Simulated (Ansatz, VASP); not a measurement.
**Two plane-wave programs on HfN**

INCAR

```
SYSTEM = HfN
ALGO = Normal
EDIFF = 1E-6
ENCUT = 520
GGA = PE
ISIF = 2
ISMEAR = 0
LASPH = .TRUE.
LCHARG = .TRUE.
LELF = .TRUE.
LREAL = .FALSE.
LVHAR = .TRUE.
LWAVE = .FALSE.
NBANDS = 14
NELM = 60
PREC = Accurate
SIGMA = 0.15
```

KPOINTS

```
k-points
0
G
  22 22 22
  0 0 0
```

File POSCAR:

```
HfN
1.0
    0.0000000000      2.2738965586      2.2738965586
    2.2738965586      0.0000000000      2.2738965586
    2.2738965586      2.2738965586      0.0000000000
Hf N
1 1
Direct
    0.0000000000      0.0000000000      0.0000000000
    0.5000000000      0.5000000000      0.5000000000
```

Input for Ansatz:

```yaml
crystal:
  lattice:
    - [0.0, 2.2738965619, 2.2738965619]
    - [2.2738965619, 0.0, 2.2738965619]
    - [2.2738965619, 2.2738965619, 0.0]
  atoms:
    - { symbol: Hf, position: [0.0, 0.0, 0.0] }
    - { symbol: "N", position: [0.5, 0.5, 0.5] }
basis:
  ecutwfc: 420
kpoints:
  mp_grid: { grid: [22, 22, 22] }
hamiltonian:
  xc: pbe
scf:
  occupations: { method: gaussian, width: 0.15 }
output:
  forces: true
  stress: true
  eigenvalues: true
  write_density: true
  write_potential: true
  elf: true
  volumetric_format: npy
```

Alike in both runs: task single point; functional PBE; k mesh 22 × 22 × 22; occupations gaussian, width 0.15 eV; no spin polarisation.

|  | VASP | Ansatz |
| --- | --- | --- |
| version | VASP 6.6.1 | Ansatz 0.2.0 |
| potentials or method | VASP PAW PBE potentials, release 64 (Hf_pv, N), cutoff 520 eV | scalar-relativistic, plane waves, PAW |
| valence electrons in the cell | 15 | 31 |

Ansatz gave:

| Item | Value |
| --- | --- |
| gap on the k mesh at the Fermi level (eV) | none |
| pressure (GPa) | 0.0 |

Task: Estimate VASP's values.

Result: gap on the k mesh at the Fermi level (eV): none; pressure (GPa): -2.3.

A gap of «none» marks a metal or a gap that the smearing closes. VASP's potentials hold 15 valence electrons a cell and Ansatz's 31, so a difference there can come from the potentials and not from the codes.

Neither program's run includes spin-orbit coupling.
